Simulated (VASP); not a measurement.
Crystal: ErBe.

```xyz
2
Lattice="2.6091 0.0000 0.0000 0.0000 2.6091 0.0000 0.0000 0.0000 4.7384" Properties=species:S:1:pos:R:3 pbc="T T T"
Er    1.3046    1.3046    1.3102
Be    1.3046    1.3046    4.0235
```

The cell was generated, and may not be a known phase.

```yaml
Program: VASP 6.6.1
Task: relaxation of cell and atoms
Functional: PBE
Potentials_or_basis: VASP PAW PBE potentials, release 64 (Er_3, Be), 4f in core
Cutoff: 600 eV
k_mesh: 7 × 7 × 4
Occupations: gaussian, width 0.2 eV
Spin: no spin polarisation
```

At the start: pressure 29.6 GPa; volume 16.13 Å³/atom.

How do energy, volume and symmetry change on relaxing?

Over 10 steps the energy falls by 907.4 meV/atom and the volume is 24.08 Å³/atom (+49.3 %); space group P4mm (No. 99, to 0.1 Å) before, P4/mmm (No. 123, to 0.1 Å).

The path:
```tsv
step	energy change (eV)	largest force (eV/Å)	pressure (GPa)	volume (Å³)
1	0.0000	5.0689	29.56	32.26
2	-1.6621	0.3962	0.69	47.84
3	-1.7125	0.1840	3.93	43.20
4	-1.7140	0.2464	3.31	43.89
5	-1.7140	0.2255	3.53	43.64
6	-1.8047	0.2111	0.65	47.04
7	-1.8100	0.2005	-0.11	48.33
8	-1.8101	0.2013	-0.06	48.24
9	-1.8132	0.1178	-0.06	48.20
10	-1.8149	0.0016	-0.05	48.15
```

Final structure:
```cif
data_structure
_symmetry_space_group_name_H-M 'P 1'
_symmetry_Int_Tables_number 1
_cell_length_a 2.9276
_cell_length_b 2.9276
_cell_length_c 5.6178
_cell_angle_alpha 90.000
_cell_angle_beta 90.000
_cell_angle_gamma 90.000
_cell_volume 48.15
loop_
_atom_site_label
_atom_site_type_symbol
_atom_site_fract_x
_atom_site_fract_y
_atom_site_fract_z
_atom_site_occupancy
Er1 Er 0.50000 0.50000 0.31279 1
Be1 Be 0.50000 0.50000 0.81286 1
```

Caveat: the volume moved by over 15 % at a fixed basis, so the end points are rough.
